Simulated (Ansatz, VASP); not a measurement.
AlP: VASP beside Ansatz

```
CELL_PARAMETERS angstrom
0.00000 2.71689 2.71689
2.71689 0.00000 2.71689
2.71689 2.71689 0.00000
ATOMIC_POSITIONS crystal
Al 0.00000 0.00000 0.00000
P 0.25000 0.25000 0.25000
```

Alike in both runs: functional LDA; k mesh 8 × 8 × 8; occupations gaussian, width 0.02 eV; no spin polarisation.

Ansatz relaxed the structure, and its values are those at the end. VASP's run is a single point on that final structure, the one shown.

|  | VASP | Ansatz |
| --- | --- | --- |
| version | VASP 6.6.1 | Ansatz 0.2.0 |
| potentials or method | VASP PAW LDA potentials, release 64 (Al, P), cutoff 500 eV | scalar-relativistic, plane waves, PAW |
| valence electrons in the cell | 8 | 8 |

|  | VASP | Ansatz | Ansatz less VASP |
| --- | --- | --- | --- |
| gap on the k mesh at the Fermi level (eV) | 1.41 | 1.42 | +0.005 |
| least direct gap on the mesh (eV) | 3.24 | 3.23 | -0.013 |
| pressure (GPa) | 0.1 | 0.0 | -0.05 |

LDA's correlation is that of Perdew and Zunger in VASP and of Perdew and Wang (1992) in Ansatz.
